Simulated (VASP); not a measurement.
Br:

```
Br
1.0
    -1.42349    1.42349    3.57752
     1.42349   -1.42349    3.57752
     1.42349    1.42349   -3.57752
Br
1
Direct
  0.00000 0.00000 0.00000
```

* Program: VASP 6.6.1
* Task: relaxation of cell and atoms
* Functional: LDA
* Potentials or basis: VASP PAW LDA potentials, release 64 (Br)
* Cutoff: 600 eV
* k mesh: 13 × 13 × 13
* Occupations: fermi-dirac, width 0.05 eV
* Spin: no spin polarisation

At the start: pressure -2.5 GPa; volume 29.00 Å³/atom.

Problem. How do energy, volume and symmetry change on relaxing?

Solution. Over 12 steps the energy falls by 17.2 meV/atom and the volume is 26.45 Å³/atom (-8.8 %); space group I4/mmm (No. 139, to 0.1 Å) before and after.

The path:
| step | energy change (eV) | largest force (eV/Å) | pressure (GPa) | volume (Å³) |
| --- | --- | --- | --- | --- |
| 1 | 0.0000 | 0.0000 | -2.51 | 29.00 |
| 2 | -0.0103 | 0.0000 | 1.06 | 27.12 |
| 3 | -0.0132 | 0.0000 | -0.22 | 27.69 |
| 4 | -0.0142 | 0.0000 | -0.18 | 27.50 |
| 5 | -0.0164 | 0.0000 | -0.06 | 26.92 |
| 6 | -0.0160 | 0.0000 | 0.29 | 25.77 |
| 7 | -0.0171 | 0.0000 | 0.02 | 26.47 |
| 8 | -0.0172 | 0.0000 | 0.07 | 26.35 |
| 9 | -0.0172 | 0.0000 | 0.08 | 26.38 |
| 10 | -0.0171 | 0.0000 | 0.07 | 26.43 |
| 11 | -0.0171 | 0.0000 | -0.21 | 26.50 |
| 12 | -0.0172 | 0.0000 | 0.01 | 26.45 |

Final structure:
```xyz
1
Lattice="-1.3956 1.3956 3.3955 1.3956 -1.3956 3.3955 1.3956 1.3956 -3.3955" Properties=species:S:1:pos:R:3 pbc="T T T"
Br    0.0000    0.0000    0.0000
```

Caveat: an odd number of electrons without spin polarisation forces a metal; a magnetic or distorted state may lie lower.
